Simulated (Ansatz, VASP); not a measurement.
**Two plane-wave programs on K3Ag**

```xyz
4
Lattice="5.8050 0.0125 0.0535 0.0125 5.7694 0.0551 0.0535 0.0551 5.7872" Properties=species:S:1:pos:R:3 pbc="T T T"
K     2.9655    0.0640    5.8106
K     5.8381    2.9822    5.8420
K     5.8270    5.7930    3.0108
Ag    2.9351    2.9045    2.9389
```

Alike in both runs: task single point; functional LDA; k mesh 3 × 3 × 3; occupations fermi-dirac, width 0.1 eV; no spin polarisation.

|  | VASP | Ansatz |
| --- | --- | --- |
| version | VASP 6.6.1 | Ansatz 0.2.0 |
| potentials or method | VASP PAW LDA potentials, release 64 (K_sv, Ag), cutoff 520 eV | plane waves, PAW |
| valence electrons in the cell | 38 | 46 |

```tsv
	VASP	Ansatz	Ansatz less VASP
pressure (GPa)	-1.0	-1.0	0.00
traceless stress, the component that is largest in VASP (GPa)	-0.05	-0.05	0.000
rms of the force components (eV/Å)	0.022	0.022	0.0000
```

LDA's correlation is that of Perdew and Zunger in VASP and of Perdew and Wang (1992) in Ansatz. Atom by atom the forces differ by 0.000 eV/Å (rms over components). VASP's potentials hold 38 valence electrons a cell and Ansatz's 46, so a difference there can come from the potentials and not from the codes. Ansatz's warnings: stress scf threshold loose.

The k mesh is coarse, so the values compare programs but aren't converged.
